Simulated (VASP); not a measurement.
Write the native input for VASP 6.6.1 that does the following.

```
Task                   : single point
Functional             : PBE
Potentials or basis    : VASP PAW PBE potentials, release 64 (Tb_3, Y_sv, H), 4f in core
Cutoff                 : 500 eV
k mesh                 : 6 × 6 × 2
Occupations            : gaussian, width 0.1 eV
Spin                   : no spin polarisation
Dipole correction      : no
Further INCAR settings : ALGO = Normal; EDIFF = 1e-06; NBANDS = 28
```

The structure of Tb2Y2H lies in POSCAR:

```
Tb2Y2H
1.0
    4.4706300900      0.0000000000      0.0000000000
   -2.2353150500      3.8716792300      0.0000000000
    0.0000000000      0.0000000000      7.5573797000
Tb Y H
2 2 1
Direct
    0.0000000000      0.0000000000      0.2221965900
    0.0000000000      0.0000000000      0.7778034100
    0.3333333300      0.6666666700      0.5000000000
    0.6666666700      0.3333333300      0.5000000000
    0.0000000000      0.0000000000      0.0000000000
```

The cell was generated, and may not be a known phase.

One way to write it, as run:

INCAR

```
SYSTEM = Tb2Y2H
  ALGO = Normal
  EDIFF = 1E-6
  ENCUT = 500
  GGA = PE
  GGA_COMPAT = .FALSE.
  ISIF = 2
  ISMEAR = 0
  LASPH = .TRUE.
  LCHARG = .FALSE.
  LMAXMIX = 6
  LREAL = .FALSE.
  LWAVE = .FALSE.
  NBANDS = 28
  NELM = 200
  PREC = Accurate
  SIGMA = 0.1
```

KPOINTS

```
k-points
0
G
  6 6 2
  0 0 0
```

Potentials or basis: VASP PAW PBE potentials, release 64 (Tb_3, Y_sv, H), 4f in core.

The run is started by

```console
$ cat potpaw_PBE.64/Tb_3/POTCAR potpaw_PBE.64/Y_sv/POTCAR potpaw_PBE.64/H/POTCAR > POTCAR
$ mpirun -np 1 vasp_std > vasp.out
```

Results of the run:

```
Pressure               : 17.5 GPa
Largest force          : 3.946 eV/Å
Band gap on the k mesh : zero (an odd number of electrons rules out a gap without spin polarisation)
```

Caveat: the k points lie up to 0.42 Å⁻¹ apart, too coarse for converged energies and pressures of a metal; spin-orbit coupling is left out, which moves the levels of the heavy elements; the 4f electrons are frozen in the core, so they carry no moment and show no levels; forces of over 1 eV/Å act on the atoms, so gaps and moduli don't describe the material at rest.

Wall time 43 s on 1 thread of Intel(R) Xeon(R) Platinum 8488C (Sapphire Rapids), on a shared host, peak memory 0.29 GiB.
